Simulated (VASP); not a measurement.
# Hf: relaxation of cell and atoms with PBEsol+D4

The system is Hf.

```
CELL_PARAMETERS angstrom
0.00000 3.21695 3.21695
3.21695 0.00000 3.21695
3.21695 3.21695 0.00000
ATOMIC_POSITIONS crystal
Hf 0.00000 0.00000 0.00000
Hf 0.25000 0.25000 0.25000
```

This isn't the form of Hf at room conditions, which is hcp.

```
Program                : VASP 6.6.1
Task                   : relaxation of cell and atoms
Functional             : PBEsol
Dispersion             : D4
Potentials or basis    : VASP PAW PBE potentials, release 64 (Hf_pv)
Cutoff                 : 600 eV
k mesh                 : 7 × 7 × 7
Occupations            : fermi-dirac, width 0.1 eV
Spin                   : no spin polarisation
Dipole correction      : no
Further INCAR settings : ALGO = Normal; EDIFF = 1e-07; IBRION = 2; EDIFFG = -0.03; NSW = 80; ISIF = 3
```

```yaml
Relaxed_volume: 33.07 Å³/atom
Relaxed_cell: a = 4.539 Å, b = 4.539 Å, c = 4.539 Å, α = 60.00°, β = 60.00°, γ = 60.00°
Space_group_after_relaxing_to_0.1_Å: Fd-3m (No. 227)
Energy_gained_by_relaxing: 0.1 meV/atom
Ionic_steps: 2
Pressure_after_relaxing: 0.0 GPa
Band_gap_on_the_k_mesh: zero (bands 10 and 11 overlap by 0.58 eV)
Dispersion_energy_per_atom: -0.117 eV
```

Step by step:
```tsv
step	energy change (eV)	largest force (eV/Å)	pressure (GPa)	volume (Å³)
1	0.0000	0.0000	-0.22	66.58
2	-0.0002	0.0000	0.04	66.14
```

Final structure:
```cif
data_structure
_symmetry_space_group_name_H-M 'P 1'
_symmetry_Int_Tables_number 1
_cell_length_a 4.5394
_cell_length_b 4.5394
_cell_length_c 4.5394
_cell_angle_alpha 60.000
_cell_angle_beta 60.000
_cell_angle_gamma 60.000
_cell_volume 66.14
loop_
_atom_site_label
_atom_site_type_symbol
_atom_site_fract_x
_atom_site_fract_y
_atom_site_fract_z
_atom_site_occupancy
Hf1 Hf 0.00000 0.00000 0.00000 1
Hf2 Hf 0.25000 0.25000 0.25000 1
```

Levels at points of the mesh, in eV from the Fermi level:
```tsv
k point	band 6	band 7	band 8	band 9	band 10	band 11	band 12	band 13	band 14
(0.00, 0.00, 0.00)	-30.25	-5.24	-0.40	-0.40	0.15	0.15	0.15	2.15	2.15
```

Wall time 66 s on 1 thread of AMD EPYC 7R13, with other jobs on the host, peak memory 0.19 GiB.

Caveat: the PAW data sets were made with another functional, which shifts forces and pressure a little; spin-orbit coupling is left out, which moves the levels of the heavy elements.
